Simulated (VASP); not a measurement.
Runs of VASP 6.6.1 on Li2Se. The structure is that of space group Fm-3m (No. 225), or close to it. The cells are those of the table. 

```tsv
cell	gap on the mesh (eV)	pressure (GPa)
atoms relaxed from a = 4.175 Å, angles 60.0°, 3 atoms	3.42	1.4
atoms relaxed from a = 4.260 Å, angles 60.0°, 3 atoms	3.47	-0.9
atoms relaxed from a = 4.204 Å, angles 60.0°, 3 atoms	(a)	0.6
atoms relaxed from a = 4.232 Å, angles 60.0°, 3 atoms	3.46	-0.2
atoms relaxed from a = 4.146 Å, angles 60.0°, 3 atoms	3.41	2.3
atoms relaxed from a = 4.288 Å, angles 60.0°, 3 atoms	(b)	-1.5
```

Alike in all rows: task relaxation of the atoms; level r2SCAN; potentials or basis VASP PAW PBE potentials, release 64 (Li_sv, Se); no spin polarisation; k mesh 8 × 8 × 8; cutoff (eV) 720; smearing fermi-dirac 0.02 eV.

Q: Fill in the values left out.

A: (a) 3.44; (b) 3.48.

Caveats: the relaxation stopped at its first step, so nothing moved; the PAW data sets were made with another functional, which shifts forces and pressure a little.

A k mesh can miss the band edges, and the runs leave out spin-orbit coupling on Se.
